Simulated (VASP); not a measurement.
Set up this calculation in VASP 6.6.1, as the native input.

| Property | Result |
| --- | --- |
| Task | single point |
| Functional | PBE |
| Dispersion | D3(BJ) |
| Potentials or basis | VASP PAW PBE potentials, release 64 (Cd, H, C, N, Cl) |
| Cutoff | 520 eV |
| k mesh | 4 × 4 × 6 |
| Occupations | gaussian, width 0.02 eV |
| Spin | no spin polarisation |
| Dipole correction | no |
| Further INCAR settings | ALGO = Normal; EDIFF = 1e-06; NBANDS = 40 |

The structure of CdH4C4N2Cl2 lies in POSCAR:

```
CdH4C4N2Cl2
1.0
    5.8818155495     -3.7955308535     -0.0602318701
    5.8818155495      3.7955308535     -0.0602318701
   -0.2671361977      0.0000000000      3.7659205756
Cd H C N Cl
1 4 4 2 2
Direct
    0.0000000000      0.0000000000      0.0000000000
    0.1717210984      0.5039427385      0.1824091651
    0.4960572615      0.8282789016      0.8175908349
    0.8282789016      0.4960572615      0.8175908349
    0.5039427385      0.1717210984      0.1824091651
    0.3184180410      0.5018738014      0.0985844332
    0.4981261986      0.6815819590      0.9014155668
    0.6815819590      0.4981261986      0.9014155668
    0.5018738014      0.3184180410      0.0985844332
    0.3172223343      0.6827776657      0.0000000000
    0.6827776657      0.3172223343      0.0000000000
    0.8428588478      0.8428588478      0.4596245015
    0.1571411522      0.1571411522      0.5403754985
```

These files were run (other wordings do the same):

INCAR

```
PREC     = Accurate       # precision mode
ENCUT    = 520            # plane-wave cutoff, eV
EDIFF    = 1E-6           # SCF threshold, eV
ISMEAR   = 0              # smearing method
SIGMA    = 0.02           # smearing width, eV
LREAL    = F              # projectors in reciprocal space
LASPH    = T              # aspherical terms in the spheres
NELM     = 80             # most SCF steps
ALGO     = Normal         # electronic algorithm
ISIF     = 2              # what is computed and relaxed
LWAVE    = F              # write WAVECAR
LCHARG   = F              # write CHGCAR
GGA      = PE             # functional
IVDW     = 12             # dispersion correction
NBANDS   = 40             # bands
```

KPOINTS

```
Automatic mesh
0
Gamma
  4 4 6
```

Potentials or basis: VASP PAW PBE potentials, release 64 (Cd, H, C, N, Cl).

Run with:

```sh
$ cat potpaw_PBE.64/Cd/POTCAR potpaw_PBE.64/H/POTCAR potpaw_PBE.64/C/POTCAR potpaw_PBE.64/N/POTCAR potpaw_PBE.64/Cl/POTCAR > POTCAR
$ mpirun -np 1 vasp_std > vasp.out
```

Results of the run:

The pressure is 0.2 GPa and the largest force is 0.071 eV/Å. The band gap on the k mesh is 2.54 eV, indirect (least direct gap 2.78 eV) and the dispersion energy per atom is -0.117 eV.

Run time: 6.7 min on 1 thread of AMD EPYC 9755 128-Core Processor, with other jobs on the host, peak memory 0.38 GiB.
